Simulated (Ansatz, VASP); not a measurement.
# One calculation of C, two programs

```
C
1.0
     1.24720    0.72007   10.36701
    -1.24720    0.72007   10.36701
     0.00000   -1.44014   10.36701
C
10
Cartesian
  0.0000 0.0000 0.7721
  0.0000 0.0000 30.3289
  0.0000 0.0000 3.3801
  0.0000 0.0000 27.7209
  0.0000 0.0000 4.9254
  0.0000 0.0000 26.1757
  0.0000 0.0000 11.6585
  0.0000 0.0000 19.4425
  0.0000 0.0000 13.2279
  0.0000 0.0000 17.8732
```

Alike in both runs: task single point; functional PBE; k mesh 12 × 12 × 12; occupations gaussian, width 0.05 eV; no spin polarisation.

|  | VASP | Ansatz |
| --- | --- | --- |
| version | VASP 6.6.1 | Ansatz 0.2.0 |
| potentials or method | VASP PAW PBE potentials, release 64 (C), cutoff 520 eV | scalar-relativistic, plane waves, PAW |
| valence electrons in the cell | 40 | 40 |

VASP gave:

```
gap on the k mesh at the Fermi level (eV)                     : 4.60
least direct gap on the mesh (eV)                             : 5.30
pressure (GPa)                                                : 9.8
traceless stress, the component that is largest in VASP (GPa) : -8.29
rms of the force components (eV/Å)                            : 0.026
```

**Question.** Which values does Ansatz return?

**Answer.** gap on the k mesh at the Fermi level (eV): 4.61; least direct gap on the mesh (eV): 5.30; pressure (GPa): 9.1; traceless stress, the component that is largest in VASP (GPa): -8.22; rms of the force components (eV/Å): 0.022.

Atom by atom the forces differ by 0.003 eV/Å (rms over components).
